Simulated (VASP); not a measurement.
A run of VASP 6.6.1:

Contents of INCAR:

```
ALGO = Normal
EDIFF = 1E-7
EDIFFG = -0.03
ENCUT = 600
GGA = PS
GGA_COMPAT = F
IBRION = 2
ISIF = 3
ISMEAR = -1
LASPH = T
LCHARG = F
LREAL = F
LWAVE = F
NELM = 120
NELMIN = 4
NSW = 50
PREC = Accurate
PSTRESS = 400.0
SIGMA = 0.1
```

KPOINTS

```
k-points
0
Gamma
  12 12 12
```

Contents of POSCAR:

```
Cu
1.0
   -1.4350000000      1.4350000000      1.4350000000
    1.4350000000     -1.4350000000      1.4350000000
    1.4350000000      1.4350000000     -1.4350000000
Cu
1
Direct
    0.0000000000      0.0000000000      0.0000000000
```

Potentials or basis: VASP PAW PBE potentials, release 64 (Cu).

Launch:

```sh
$ cat potpaw_PBE.64/Cu/POTCAR > POTCAR
$ mpirun -np 1 vasp_std > vasp.out
```

Hardware: 1 thread of Intel(R) Xeon(R) Platinum 8375C CPU @ 2.90GHz (Ice Lake) (shared host).

Task: Estimate the wall time of this run.

Result: Run time: 24 s on 1 thread of Intel(R) Xeon(R) Platinum 8375C CPU @ 2.90GHz (Ice Lake), on a shared host, peak memory 0.14 GiB. Counts: scf iterations 45, k points 72, ion steps 5.
